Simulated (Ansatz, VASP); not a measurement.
One calculation of Hf3C2, two programs

```xyz
5
Lattice="4.3171 0.0000 0.0000 -2.1586 3.7387 0.0000 0.0000 0.0000 5.2755" Properties=species:S:1:pos:R:3 pbc="T T T"
Hf    0.0000    0.0000    0.0000
Hf    0.0000    2.4925    3.4190
Hf    2.1586    1.2462    1.8565
C     0.0000    2.4925    0.7732
C     2.1586    1.2462    4.5022
```

Change from the starting cell: species swapped into the Al3Ni2 type (P-3m1, No. 164).

Alike in both runs: task relaxation of cell and atoms; functional PBE; k mesh 6 × 6 × 4; occupations gaussian, width 0.1 eV; no spin polarisation.

```csv
,VASP,Ansatz
version,VASP 6.6.1,Ansatz 0.2.0
potentials or method,"VASP PAW PBE potentials, release 64 (Hf_pv, C), cutoff 600 eV","scalar-relativistic, plane waves, PAW"
valence electrons in the cell,38,86
```

```csv
,VASP,Ansatz,Ansatz less VASP
"gap on the k mesh at the Fermi level, each at its own relaxed structure (eV)",none,none,-
relaxed volume (Å³/atom),14.84,14.96,+0.125
relaxed cell length with the largest relative difference (Å),7.840,7.910,+0.0697
```

A gap of «none» marks a metal or a gap that the smearing closes. VASP's potentials hold 38 valence electrons a cell and Ansatz's 86, so a difference there can come from the potentials and not from the codes.

Neither program's run includes spin-orbit coupling.
